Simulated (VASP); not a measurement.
Write the native input for VASP 6.6.1 that does the following.

| Item | Value |
| --- | --- |
| Task | single point |
| Functional | RPBE |
| Potentials or basis | VASP PAW PBE potentials, release 64 (Hg) |
| Cutoff | 520 eV |
| k mesh | 9 × 9 × 9 |
| Occupations | fermi-dirac, width 0.1 eV |
| Spin | no spin polarisation |
| Dipole correction | no |
| Further INCAR settings | ALGO = Normal; EDIFF = 1e-06; NBANDS = 12 |

The structure of Hg lies in POSCAR:

```
Hg
1.0
   -2.8732309164      2.8732309164      2.8732309164
    2.8732309164     -2.8732309164      2.8732309164
    2.8732309164      2.8732309164     -2.8732309164
Hg
1
Direct
    0.0000000000      0.0000000000      0.0000000000
```

This cell differs from its parent crystal: volume scaled by 0.92.

The input as run:

INCAR

```
SYSTEM = Hg
PREC = Accurate ; ENCUT = 520
EDIFF = 1E-6 ; ISMEAR = -1
SIGMA = 0.1 ; LREAL = .FALSE.
LASPH = .TRUE. ; NELM = 100
ALGO = Normal ; ISIF = 2
LWAVE = .FALSE. ; LCHARG = .FALSE.
GGA = RP ; NBANDS = 12
```

KPOINTS

```
regular mesh
0
G
  9 9 9
  0 0 0
```

Potentials or basis: VASP PAW PBE potentials, release 64 (Hg).

Run with:

```sh
$ cat potpaw_PBE.64/Hg/POTCAR > POTCAR
$ mpirun -np 1 vasp_std > vasp.out
```

It gave:

```json
{"Pressure": "0.0 GPa", "Band gap on the k mesh": "4.03 eV, indirect (least direct gap 4.43 eV)"}
```

Caveat: the PAW data sets were made with another functional, which shifts forces and pressure a little; spin-orbit coupling is left out, which moves the levels of the heavy elements.

Run time: 17 s on 1 thread of AMD EPYC 9R45 96-Core Processor (Zen 5), with other jobs on the host, peak memory 0.21 GiB.
